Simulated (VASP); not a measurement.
Wanted: the native input for a VASP 6.6.1 run.

```yaml
Task: relaxation of cell and atoms
Functional: PBE
Potentials_or_basis: VASP PAW PBE potentials, release 64 (Ir, Rh_pv)
Cutoff: 600 eV
k_mesh: 12 × 12 × 12
Occupations: gaussian, width 0.1 eV
Spin: no spin polarisation
Dipole_correction: no
Further_INCAR_settings: ALGO = Fast; EDIFF = 1e-07; IBRION = 2; EDIFFG = -0.01; NSW = 100; ISIF = 3
```

The structure of IrRh4 lies in POSCAR:

```
IrRh4
1.0
   -3.0336385851      3.0336385851      1.9174809860
    3.0336385851     -3.0336385851      1.9174809860
    3.0336385851      3.0336385851     -1.9174809860
Ir Rh
1 4
Direct
    0.0000000000      0.0000000000      0.0000000000
    0.2006816562      0.6013261764      0.8020078325
    0.7993183438      0.3986738236      0.1979921675
    0.6013261764      0.7993183438      0.4006445202
    0.3986738236      0.2006816562      0.5993554798
```

One way to write it, as run:

INCAR

```
PREC = Accurate
ENCUT = 600
EDIFF = 1E-7
ISMEAR = 0
SIGMA = 0.1
LREAL = F
LASPH = T
NELM = 80
ALGO = Fast
ISIF = 3
LWAVE = F
LCHARG = F
GGA = PE
IBRION = 2
NSW = 100
EDIFFG = -0.01
KPAR = 4
```

KPOINTS

```
Automatic mesh
0
Gamma
  12 12 12
```

Potentials or basis: VASP PAW PBE potentials, release 64 (Ir, Rh_pv).

Launch:

```console
$ cat potpaw_PBE.64/Ir/POTCAR potpaw_PBE.64/Rh_pv/POTCAR > POTCAR
$ mpirun -np 4 vasp_std > vasp.out
```

It gave:

| Item | Value |
| --- | --- |
| Pressure after relaxing | 0.0 GPa |
| Largest force after relaxing | 0.003 eV/Å |
| Band gap on the k mesh | zero (an odd number of electrons rules out a gap without spin polarisation) |

Caveat: the relaxation stopped at its first step, so nothing moved; spin-orbit coupling is left out, which moves the levels of the heavy elements.

Run time: 14 min on 4 MPI ranks on Oxide Virtual Turin-like Processor, on a shared host, peak memory 0.74 GiB a rank.
